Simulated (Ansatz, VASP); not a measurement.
**Au: VASP beside Ansatz**

Contents of INCAR:

```
SYSTEM = Au
PREC = Accurate ; ENCUT = 520
EDIFF = 1E-6 ; ISMEAR = 0
SIGMA = 0.05 ; LREAL = .FALSE.
LASPH = .TRUE. ; NELM = 80
ALGO = Fast ; ISIF = 2
LWAVE = .FALSE. ; LCHARG = .FALSE.
GGA = PE ; NBANDS = 18
```

File KPOINTS:

```
regular mesh
0
G
  15 15 8
  0 0 0
```

POSCAR

```
Au
1.0
    2.9000000000      0.0000000000      0.0000000000
   -1.4500000000      2.5114736710      0.0000000000
    0.0000000000      0.0000000000      4.8800000000
Au
2
Direct
    0.3333333333      0.6666666667      0.7500000000
    0.6666666667      0.3333333333      0.2500000000
```

Input for Ansatz:

```yaml
crystal:
  lattice:
    - [2.9, 0.0, 0.0]
    - [-1.45, 2.511473671, 0.0]
    - [0.0, 0.0, 4.88]
  atoms:
    - { symbol: Au, position: [0.3333333333, 0.6666666667, 0.75] }
    - { symbol: Au, position: [0.6666666667, 0.3333333333, 0.25] }
basis:
  ecutwfc: 420
  fft_grid_basis: typed
kpoints:
  mp_grid: { grid: [15, 15, 8] }
hamiltonian:
  xc: pbe
  pseudopotentials: { kind: paw }
scf:
  occupations: { method: gaussian, width: 0.05 }
output:
  forces: true
  stress: true
  eigenvalues: true
  bader: true
  write_density: true
  volumetric_format: npy
  elf: true
```

Alike in both runs: task single point; functional PBE; k mesh 15 × 15 × 8; occupations gaussian, width 0.05 eV; no spin polarisation.

```csv
,VASP,Ansatz
version,VASP 6.6.1,Ansatz 0.2.0
potentials or method,"VASP PAW PBE potentials, release 64 (Au), cutoff 520 eV","scalar-relativistic, plane waves, PAW"
valence electrons in the cell,22,38
```

```csv
,VASP,Ansatz,Ansatz less VASP
gap on the k mesh at the Fermi level (eV),none,none,-
pressure (GPa),1.6,1.8,+0.19
"traceless stress, the component that is largest in VASP (GPa)",0.07,0.07,-0.003
```

A gap of «none» marks a metal or a gap that the smearing closes. VASP's potentials hold 22 valence electrons a cell and Ansatz's 38, so a difference there can come from the potentials and not from the codes.

Spin-orbit coupling is off throughout.
